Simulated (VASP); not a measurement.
Input of a VASP 6.6.1 run:

POSCAR

```
MgO2
1.0
    1.5594487567      0.9003481595      3.4405522187
   -1.5594487567      0.9003481595      3.4405522187
    0.0000000000     -1.8006963190      3.4405522187
Mg O
1 2
Direct
    0.0000000000      0.0000000000      0.0000000000
    0.4291110580      0.4291110580      0.4291110580
    0.5708889420      0.5708889420      0.5708889420
```

File INCAR.step1:

```
PREC = Accurate ; ENCUT = 520
ISMEAR = 0 ; SIGMA = 0.02
LREAL = F ; LASPH = T
NELM = 60 ; NBANDS = 14
GGA = PE ; ALGO = Normal
EDIFF = 1E-4 ; LWAVE = T
LCHARG = F
```

File INCAR.step2:

```
PREC = Accurate ; ENCUT = 520
EDIFF = 1E-6 ; ISMEAR = 0
SIGMA = 0.02 ; LREAL = F
LASPH = T ; NELM = 60
ALGO = Normal ; ISIF = 2
LWAVE = F ; LCHARG = F
METAGGA = R2SCAN ; LMIXTAU = T
NBANDS = 14 ; ISTART = 1
```

The input KPOINTS:

```
Automatic mesh
0
Gamma
  12 12 12
```

Potentials or basis: VASP PAW PBE potentials, release 64 (Mg, O).

Launch:

```sh
$ cat potpaw_PBE.64/Mg/POTCAR potpaw_PBE.64/O/POTCAR > POTCAR
$ cp INCAR.step1 INCAR
$ mpirun -np 1 vasp_std > vasp.out
$ cp INCAR.step2 INCAR
$ mpirun -np 1 vasp_std > vasp.out
```

(1) What does it give for the band gap on the k mesh?

(2) What does it give for the largest force?

## Answers

(1) 3.23 eV.

(2) 0.302 eV/Å.

Caveat: the PAW data sets were made with another functional, which shifts forces and pressure a little.
